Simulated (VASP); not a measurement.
AlNi: electric field gradients with PBEsol

Crystal: AlNi.

```
Al Ni
1.0
     2.88100    0.00000    0.00000
     0.00000    2.88100    0.00000
     0.00000    0.00000    2.82338
Al Ni
1 1
Direct
  0.00000 0.00000 0.00000
  0.50000 0.50000 0.50000
```

This cell differs from its parent crystal: zz strain of -2 %.

```json
{
  "Program": "VASP 6.6.1",
  "Task": "electric field gradients",
  "Functional": "PBEsol",
  "Potentials or basis": "VASP PAW PBE potentials, release 64 (Al, Ni)",
  "Cutoff": "520 eV",
  "k mesh": "13 × 13 × 13",
  "Occupations": "fermi-dirac, width 0.05 eV",
  "Spin": "collinear spin, ferromagnetic start",
  "Starting moments": "[0.0, 1.5] μB",
  "Dipole correction": "no",
  "Further INCAR settings": "ALGO = Normal; EDIFF = 1e-08; NBANDS = 18"
}
```

```
Pressure                                              : 0.2 GPa
Net moment                                            : 0.00 μB per cell
Valence electrons inside the program's atomic spheres : Al 0.81; Ni 9.51
```

Stress tensor (GPa, compression positive):
```
-0.60  0.00  0.00
 0.00 -0.60  0.00
 0.00  0.00  1.78
```

Levels at points of the mesh, in eV from the Fermi level:
Spin up:
| k point | band 4 | band 5 | band 6 | band 7 | band 8 | band 9 |
| --- | --- | --- | --- | --- | --- | --- |
| (0.00, 0.00, 0.00) | -1.61 | -1.55 | -1.55 | 5.36 | 5.36 | 6.09 |
Spin down:
```
           k point  band 2  band 3  band 4  band 5  band 6  band 7  band 8  band 9  band 10  band 11
(0.00, 0.00, 0.00)   -3.33   -3.31   -1.61   -1.55   -1.55    5.36    5.36    6.09     8.14     8.29
```

Electric field gradients, principal values (V/Å²):
| atom | least | middle | greatest (by size) |
| --- | --- | --- | --- |
| 1 Al | 0.511 | 0.511 | -1.022 |
| 2 Ni | 2.370 | 2.370 | -4.739 |

Run time: 120 s on 1 thread of AMD EPYC 9R45 96-Core Processor (Zen 5), on a shared host, peak memory 0.21 GiB.

Caveat: the cell differs from its parent crystal (zz strain of -2 %); the starting moments collapsed, and a magnetic state may lie lower; without QUAD_EFG the Cq values of the log hold for a quadrupole moment of 1 mb, not for the nuclei; the PAW data sets were made with another functional, which shifts forces and pressure a little.
